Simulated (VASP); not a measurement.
HfO2, 12 atoms in the cell. The structure is monoclinic, space group P2_1/c (No. 14). The conventional cell has a = 5.096 Å, b = 5.177 Å, c = 5.271 Å, α = 90.00°, β = 99.62°, γ = 90.00°. Hf (site symmetry 1) has 7 O at 2.04 to 2.23 Å within 2.7 Å. O (site symmetry 1) has 4 Hf at 2.14 to 2.23 Å and 5 O at 2.53 to 2.73 Å within 2.8 Å. O (site symmetry 1) has 3 Hf at 2.04 to 2.13 Å and 2 O at 2.53 to 2.57 Å within 2.7 Å. 

- Program: VASP 6.6.1
- Task: electric field gradients
- Functional: PBEsol
- Potentials or basis: VASP PAW PBE potentials, release 64 (Hf_pv, O)
- Cutoff: 520 eV
- k mesh: 6 × 6 × 6
- Occupations: gaussian, width 0.01 eV
- Spin: no spin polarisation
- Dipole correction: no
- Further INCAR settings: ALGO = Normal; EDIFF = 1e-08; NBANDS = 56

Potentials or basis: VASP PAW PBE potentials, release 64 (Hf_pv, O).

Run with:

```bash
$ cat potpaw_PBE.64/Hf_pv/POTCAR potpaw_PBE.64/O/POTCAR > POTCAR
$ mpirun -np 1 vasp_std > vasp.out
```

Hardware: 1 thread of Intel(R) Xeon(R) 6975P-C (Granite Rapids), on a shared host.

Q: Estimate the wall time of this run.

A: Wall time 5.3 min on 1 thread of Intel(R) Xeon(R) 6975P-C (Granite Rapids), with other jobs on the host, peak memory 0.55 GiB. Counts: scf iterations 19, k points 80.
